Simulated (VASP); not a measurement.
# ZnSe (P4/nmm) in VASP: a series of runs, part 2 of 2

VASP 6.6.1.

**3. Single point, PBE+D3(BJ)**

This run uses another cell than the first one, of the same volume but with other edges.

INCAR

```
PREC = Accurate ; ENCUT = 520
EDIFF = 1E-6 ; ISMEAR = 0
SIGMA = 0.05 ; LREAL = F
LASPH = T ; NELM = 60
ALGO = Normal ; ISIF = 2
LWAVE = F ; LCHARG = F
GGA = PE ; IVDW = 12
NBANDS = 26
```

KPOINTS

```
regular mesh
0
Gamma
  8 8 6
```

POSCAR

```
ZnSe
1.0
    3.8654955779      0.0000000000      0.0000000000
    0.0000000000      3.8654955779      0.0000000000
    0.0000000000      0.0000000000      6.8549016695
Zn Se
2 2
Direct
    0.0000000000      0.0000000000      0.0000000000
    0.5000000000      0.5000000000      0.0000000000
    0.0000000000      0.5000000000      0.2462800000
    0.5000000000      0.0000000000      0.7537200000
```

Potentials or basis: VASP PAW PBE potentials, release 64 (Zn, Se).

The run is started by

```bash
cat potpaw_PBE.64/Zn/POTCAR potpaw_PBE.64/Se/POTCAR > POTCAR
mpirun -np 1 vasp_std > vasp.out
```

OUTCAR:

```text
PREC = Accurate
   ENCUT = 520
   EDIFF = 1E-6
   ISMEAR = 0
   LREAL = F
   LASPH = T
   NELM = 60
   ISIF = 2
   GGA = PE
   IVDW = 12
 IVDW          = 12

 ion  position               nearest neighbor table
   1  0.000  0.000  0.000-   3 2.57   4 2.57   3 2.57   4 2.57   2 2.73   2 2.73   2 2.73   2 2.73

   2  0.500  0.500  0.000-   3 2.57   4 2.57   4 2.57   3 2.57   1 2.73   1 2.73   1 2.73   1 2.73

   3  0.000  0.500  0.246-   1 2.57   2 2.57   1 2.57   2 2.57
   4  0.500  0.000  0.754-   1 2.57   2 2.57   2 2.57   1 2.57

  LATTYP: Found a simple tetragonal cell.
 ALAT       =     3.8654955779
 C/A-ratio  =     1.7733564898

  Lattice vectors:

 A1 = (   3.8654955779,   0.0000000000,   0.0000000000)
 A2 = (   0.0000000000,   3.8654955779,   0.0000000000)
 A3 = (   0.0000000000,   0.0000000000,   6.8549016695)

Analysis of symmetry for initial positions (statically):
=====================================================================
 Subroutine PRICEL returns:
 Original cell was already a primitive cell.

 Routine SETGRP: Setting up the symmetry group for a
 simple tetragonal supercell.

 Subroutine GETGRP returns: Found 16 space group operations
 (whereof  8 operations were pure point group operations)
 out of a pool of 16 trial point group operations.

The static configuration has the point symmetry D_2d.
 The point group associated with its full space group is D_4h.

Analysis of symmetry for dynamics (positions and initial velocities):
=====================================================================
 Subroutine PRICEL returns:
 Original cell was already a primitive cell.

 Routine SETGRP: Setting up the symmetry group for a
 simple tetragonal supercell.
[... 124 lines left out ...]
   EFERMI =   0.00;   METHOD = LEGACY
   ISMEAR =     0;   SIGMA  =   0.05  broadening in eV -4-tet -1-fermi 0-gaus
   EFERMI_NEDOS =   21; number of points for ismear=-14 and -15
   IALGO  =     38    algorithm
   IMIX   =      4    mixing-type and parameters
     AMIX     =   0.40;   BMIX     =  1.00
     AMIX_MAG =   1.60;   BMIX_MAG =  1.00
  volume/ion in A,a.u.               =      25.61       172.80
  Fermi-wavevector in a.u.,A,eV,Ry     =   1.155328  2.183253 18.160809  1.334782
  Thomas-Fermi vector in A             =   2.291957
   LORBIT       =      0    0 simple, 1 ext, 2 COOP (PROOUT), +10 PAW based schemes
   GGA     = PE    functional components
   LHFCALC =     F    Hartree Fock is set to
   AEXX    =    0.0000 exact exchange contribution
   IVDW    =    12    specifies the selected vdW correction
   LEPSILON=     F    determine dielectric tensor
   LRPA    =     F    only Hartree local field effects (RPA)
 non-spin polarized calculation
 Gauss-broadening in eV      SIGMA  =   0.05
  energy-cutoff  :      520.00
  volume of cell :      102.43
 maximum number of plane-waves:      2792
 NGX is ok and might be reduce to    30

 number of electron      35.9999966 magnetization

 Free energy of the ion-electron system (eV)
  ---------------------------------------------------
  ext. energy  EPLUGINS =         0.00000000
  ---------------------------------------------------
  free energy    TOTEN  =       -11.15298060 eV

  energy without entropy =      -11.15298060  energy(sigma->0) =      -11.15298060

 E-fermi :   1.0848     XC(G=0):  -8.6259

 val. band max:        0.8514054225   @ k =   0.0000   0.0000   0.0000
 cond. band min:       2.4807053175   @ k =   0.0000   0.0000   0.0000
 fundamental gap:      1.6292998950
 Fermi energy:         1.0847528822

 k-point     1 :       0.0000    0.0000    0.0000
  band No.  band energies     occupation
      1     -12.2939      2.00000
      2     -11.5076      2.00000
      3      -6.3889      2.00000
      4      -6.3710      2.00000
      5      -6.2973      2.00000
      6      -6.1072      2.00000
[... 685 lines left out ...]
     25       9.0963      0.00000
     26       9.0963      0.00000

 [... further k-points ...]

------------------------ aborting loop because EDIFF is reached ----------------------------------------

 Edisp (eV)   -1.13948

 E8    (eV) :    -0.4741

  FORCE on cell =-STRESS in cart. coord.  units (eV):
  Direction    XX          YY          ZZ          XY          YZ          ZX
  --------------------------------------------------------------------------------------
  -------------------------------------------------------------------------------------
  Total       0.65833     0.65833    -4.29462     0.00000     0.00000    -0.00000
  in kB      10.29776    10.29776   -67.17749     0.00000     0.00000    -0.00000
  external pressure =      -15.53 kB  Pullay stress =        0.00 kB

 VOLUME and BASIS-vectors are now :
 -----------------------------------------------------------------------------
  energy-cutoff  :      520.00
  volume of cell :      102.43
      direct lattice vectors                 reciprocal lattice vectors
     3.865495578  0.000000000  0.000000000     0.258699041  0.000000000  0.000000000
     0.000000000  3.865495578  0.000000000     0.000000000  0.258699041  0.000000000
     0.000000000  0.000000000  6.854901670     0.000000000  0.000000000  0.145881013

 POSITION                                       TOTAL-FORCE (eV/Angst)
 -----------------------------------------------------------------------------------
      0.00000      0.00000      0.00000         0.000000      0.000000      0.000000
      1.93275      1.93275      0.00000        -0.000000     -0.000000      0.000000
      0.00000      1.93275      1.68823         0.000000      0.000000     -0.990908
      1.93275      0.00000      5.16668         0.000000     -0.000000      0.990908
 -----------------------------------------------------------------------------------
    total drift:                                0.000000      0.000000      0.000000

  FREE ENERGIE OF THE ION-ELECTRON SYSTEM (eV)
  ---------------------------------------------------
  free  energy   TOTEN  =       -12.2924568252 eV

  energy  without entropy=      -12.2924568252  energy(sigma->0) =      -12.29245683
```

OSZICAR:

```text
N       E                     dE             d eps       ncg     rms          rms(c)
DAV:   1     0.231904483271E+03    0.23190E+03   -0.16893E+04  3120   0.153E+03
DAV:   2     0.107823112377E+02   -0.22112E+03   -0.21207E+03  3254   0.326E+02
DAV:   3    -0.113373125149E+02   -0.22120E+02   -0.21918E+02  3690   0.104E+02
DAV:   4    -0.117948260409E+02   -0.45751E+00   -0.45673E+00  3548   0.151E+01
DAV:   5    -0.117979377581E+02   -0.31117E-02   -0.31112E-02  3628   0.114E+00    0.686E+00
DAV:   6    -0.111732013328E+02    0.62474E+00   -0.17793E+00  4258   0.327E+01    0.566E+00
DAV:   7    -0.111579176469E+02    0.15284E-01   -0.43824E-01  3270   0.572E+00    0.261E+00
DAV:   8    -0.111527501410E+02    0.51675E-02   -0.18052E-02  3422   0.973E-01    0.515E-01
DAV:   9    -0.111528560558E+02   -0.10591E-03   -0.19620E-03  3894   0.580E-01    0.793E-02
DAV:  10    -0.111529472823E+02   -0.91226E-04   -0.40170E-04  3242   0.155E-01    0.262E-02
DAV:  11    -0.111529748773E+02   -0.27595E-04   -0.57993E-05  3422   0.415E-02    0.105E-02
DAV:  12    -0.111529796789E+02   -0.48016E-05   -0.84778E-06  3170   0.168E-02    0.381E-03
DAV:  13    -0.111529805981E+02   -0.91919E-06   -0.23287E-06  3178   0.118E-02
   1 F= -.12292457E+02 E0= -.12292457E+02  d E =-.132184E-12
```

stdout:

```text
POSCAR found type information on POSCAR ZnSe
 POSCAR found :  2 types and       4 ions
 scaLAPACK will be used
 LDA part: xc-table for (Slater+PW92), standard interpolation
 POSCAR, INCAR and KPOINTS ok, starting setup
 FFT: planning ... GRIDC
 FFT: planning ... GRID_SOFT
 FFT: planning ... GRID
 WAVECAR not read
 entering main loop
```

Wall time 1.9 min (1 thread of AMD EPYC 7R43 (Zen 3), shared host); peak memory 0.27 GiB.

What came out:

| Property | Result |
| --- | --- |
| Free energy | -12.2925 eV |
| Pressure | -1.6 GPa |
| Largest force | 0.991 eV/Å |
| Band gap on the k mesh | 1.63 eV |
| Dispersion energy per atom | -0.285 eV |

Forces in eV/Å, atoms in the order of the input:
```
Zn   0.000  0.000  0.000
Zn   0.000  0.000  0.000
Se   0.000  0.000 -0.991
Se   0.000  0.000  0.991
```

Caveat: the stress differs along the axes, from -7 to 1 GPa. A k mesh can miss the band edges.

**4. Single point, PBE+D3(BJ)**

This run uses another cell than the first one, of the same volume but with other edges.

INCAR

```
SYSTEM = ZnSe
  ALGO = Normal
  EDIFF = 1E-6
  ENCUT = 520
  GGA = PE
  ISIF = 2
  ISMEAR = 0
  IVDW = 12
  LASPH = .TRUE.
  LCHARG = .TRUE.
  LELF = .TRUE.
  LREAL = .FALSE.
  LVHAR = .TRUE.
  LWAVE = .FALSE.
  NBANDS = 26
  NELM = 100
  PREC = Accurate
  SIGMA = 0.05
```

KPOINTS

```
k-points
0
G
  8 8 6
  0 0 0
```

POSCAR

```
ZnSe
1.0
    4.2234723341      0.0000000000      0.0000000000
    0.0000000000      4.2234723341      0.0000000000
    0.0000000000      0.0000000000      5.7421202562
Zn Se
2 2
Direct
    0.0000000000      0.0000000000      0.0000000000
    0.5000000000      0.5000000000      0.0000000000
    0.0000000000      0.5000000000      0.2462800000
    0.5000000000      0.0000000000      0.7537200000
```

Potentials or basis: VASP PAW PBE potentials, release 64 (Zn, Se).

The run is started by

```bash
cat potpaw_PBE.64/Zn/POTCAR potpaw_PBE.64/Se/POTCAR > POTCAR
mpirun -np 1 vasp_std > vasp.out
```

OUTCAR:

```text
SYSTEM = ZnSe
   EDIFF = 1E-6
   ENCUT = 520
   GGA = PE
   ISIF = 2
   ISMEAR = 0
   IVDW = 12
   LASPH = .TRUE.
   LREAL = .FALSE.
   NELM = 100
   PREC = Accurate
 IVDW          = 12

 ion  position               nearest neighbor table
   1  0.000  0.000  0.000-   3 2.54   4 2.54   3 2.54   4 2.54   2 2.99   2 2.99   2 2.99   2 2.99

   2  0.500  0.500  0.000-   3 2.54   4 2.54   4 2.54   3 2.54   1 2.99   1 2.99   1 2.99   1 2.99

   3  0.000  0.500  0.246-   1 2.54   2 2.54   1 2.54   2 2.54
   4  0.500  0.000  0.754-   1 2.54   2 2.54   2 2.54   1 2.54

  LATTYP: Found a simple tetragonal cell.
 ALAT       =     4.2234723341
 C/A-ratio  =     1.3595733089

  Lattice vectors:

 A1 = (   4.2234723341,   0.0000000000,   0.0000000000)
 A2 = (   0.0000000000,   4.2234723341,   0.0000000000)
 A3 = (   0.0000000000,   0.0000000000,   5.7421202562)

Analysis of symmetry for initial positions (statically):
=====================================================================
 Subroutine PRICEL returns:
 Original cell was already a primitive cell.

[... 175 lines left out ...]

 E-fermi :   1.0703     XC(G=0):  -8.6901

 val. band max:        0.8208031266   @ k =   0.0000   0.0000   0.0000
 cond. band min:       2.1090469853   @ k =   0.0000   0.0000   0.0000
 fundamental gap:      1.2882438586
 Fermi energy:         1.0703209320

 k-point     1 :       0.0000    0.0000    0.0000
  band No.  band energies     occupation
      1     -12.1806      2.00000
      2     -11.2147      2.00000
      3      -5.9608      2.00000
      4      -5.9505      2.00000
      5      -5.9259      2.00000
      6      -5.9259      2.00000
[... 685 lines left out ...]
     25       9.1966      0.00000
     26       9.1966      0.00000

 [... further k-points ...]

------------------------ aborting loop because EDIFF is reached ----------------------------------------

 Edisp (eV)   -1.11570

 E8    (eV) :    -0.4609

  FORCE on cell =-STRESS in cart. coord.  units (eV):
  Direction    XX          YY          ZZ          XY          YZ          ZX
  --------------------------------------------------------------------------------------
  -------------------------------------------------------------------------------------
  Total      -1.91941    -1.91941    -0.53531     0.00000     0.00000     0.00000
  in kB     -30.02387   -30.02387    -8.37349     0.00000     0.00000     0.00000
  external pressure =      -22.81 kB  Pullay stress =        0.00 kB

 VOLUME and BASIS-vectors are now :
 -----------------------------------------------------------------------------
  energy-cutoff  :      520.00
  volume of cell :      102.43
      direct lattice vectors                 reciprocal lattice vectors
     4.223472334  0.000000000  0.000000000     0.236772002  0.000000000  0.000000000
     0.000000000  4.223472334  0.000000000     0.000000000  0.236772002  0.000000000
     0.000000000  0.000000000  5.742120256     0.000000000  0.000000000  0.174151699

 POSITION                                       TOTAL-FORCE (eV/Angst)
 -----------------------------------------------------------------------------------
      0.00000      0.00000      0.00000         0.000000      0.000000     -0.000000
      2.11174      2.11174      0.00000        -0.000000     -0.000000     -0.000000
      0.00000      2.11174      1.41417         0.000000     -0.000000      0.183718
      2.11174      0.00000      4.32795         0.000000      0.000000     -0.183718
 -----------------------------------------------------------------------------------
    total drift:                                0.000000     -0.000000     -0.000000

  FREE ENERGIE OF THE ION-ELECTRON SYSTEM (eV)
  ---------------------------------------------------
  free  energy   TOTEN  =       -12.5047743598 eV

  energy  without entropy=      -12.5047743598  energy(sigma->0) =      -12.50477436
```

OSZICAR:

```text
N       E                     dE             d eps       ncg     rms          rms(c)
DAV:   1     0.231517113142E+03    0.23152E+03   -0.16671E+04  3120   0.153E+03
DAV:   2     0.108561562066E+02   -0.22066E+03   -0.21171E+03  3218   0.327E+02
DAV:   3    -0.116198881505E+02   -0.22476E+02   -0.22266E+02  3812   0.104E+02
DAV:   4    -0.120793841449E+02   -0.45950E+00   -0.45872E+00  3558   0.150E+01
DAV:   5    -0.120824314486E+02   -0.30473E-02   -0.30470E-02  3678   0.114E+00    0.668E+00
DAV:   6    -0.114132451798E+02    0.66919E+00   -0.14470E+00  4292   0.299E+01    0.540E+00
DAV:   7    -0.113901087969E+02    0.23136E-01   -0.55480E-01  3338   0.497E+00    0.232E+00
DAV:   8    -0.113884963695E+02    0.16124E-02   -0.12143E-02  3480   0.982E-01    0.586E-01
DAV:   9    -0.113888203804E+02   -0.32401E-03   -0.26805E-03  3656   0.757E-01    0.950E-02
DAV:  10    -0.113889880419E+02   -0.16766E-03   -0.51516E-04  3316   0.290E-01    0.379E-02
DAV:  11    -0.113890665321E+02   -0.78490E-04   -0.12757E-04  3252   0.921E-02    0.105E-02
DAV:  12    -0.113890715798E+02   -0.50477E-05   -0.17244E-05  3660   0.226E-02    0.533E-03
DAV:  13    -0.113890731969E+02   -0.16170E-05   -0.28230E-06  2976   0.113E-02    0.237E-03
DAV:  14    -0.113890735327E+02   -0.33585E-06   -0.27479E-07  2400   0.291E-03
   1 F= -.12504774E+02 E0= -.12504774E+02  d E =-.112343E-14
```

stdout:

```text
POSCAR found type information on POSCAR ZnSe
 POSCAR found :  2 types and       4 ions
 scaLAPACK will be used
 LDA part: xc-table for (Slater+PW92), standard interpolation
 POSCAR, INCAR and KPOINTS ok, starting setup
 FFT: planning ... GRIDC
 FFT: planning ... GRID_SOFT
 FFT: planning ... GRID
 WAVECAR not read
 entering main loop
```

It took 1.8 min on 1 thread of AMD EPYC 7R43 (Zen 3), shared host; peak memory 0.27 GiB.

What came out:

```
Free energy                : -12.5048 eV
Pressure                   : -2.3 GPa
Largest force              : 0.184 eV/Å
Band gap on the k mesh     : 1.29 eV
Dispersion energy per atom : -0.279 eV
```

Forces on the atoms (eV/Å):
```
Zn   0.000  0.000  0.000
Zn   0.000  0.000  0.000
Se   0.000  0.000  0.184
Se   0.000  0.000 -0.184
```

Stress tensor (GPa, compression positive):
```
-3.00  0.00  0.00
 0.00 -3.00  0.00
 0.00  0.00 -0.84
```

Levels at points of the mesh, in eV from the valence-band top:
```csv
k point,band 16,band 17,band 18,band 19,band 20,band 21
"(0.00, 0.00, 0.00)",-0.26,-0.26,0.00,1.29,1.74,2.74
"(0.50, 0.00, 0.00)",-1.53,-1.15,-1.15,3.10,3.10,5.89
"(0.50, 0.50, 0.00)",-2.16,-1.97,-1.97,3.39,3.39,3.67
"(0.00, 0.00, 0.50)",-1.18,-0.59,-0.59,1.42,3.34,3.63
"(0.50, 0.00, 0.50)",-1.12,-0.70,-0.70,2.31,2.31,5.83
"(0.50, 0.50, 0.50)",-2.51,-2.45,-2.45,4.90,4.90,5.05
```

**5. Overview**

| cell | gap on the mesh (eV) | pressure (GPa) | largest force (eV/Å) |
| --- | --- | --- | --- |
| a = 4.336, b = 4.336, c = 5.447 Å, 4 atoms | 0.77 | -2.9 | 0.27 |
| a = 3.865, b = 3.865, c = 6.855 Å, 4 atoms | 1.63 | -1.6 | 0.99 |
| a = 4.223, b = 4.223, c = 5.742 Å, 4 atoms | 1.29 | -2.3 | 0.18 |

Alike in all rows: task single point; level PBE+D3(BJ); potentials or basis VASP PAW PBE potentials, release 64 (Zn, Se); no spin polarisation; k mesh 8 × 8 × 6; cutoff (eV) 520; smearing gaussian 0.05 eV.

Caveats: semilocal functionals underestimate gaps, and a narrow one can read as zero (at least some runs); the stress differs along the axes, from -7 to 1 GPa (at least some runs).

Total energies depend on the potentials used, so only differences within one code and one set of settings carry meaning.
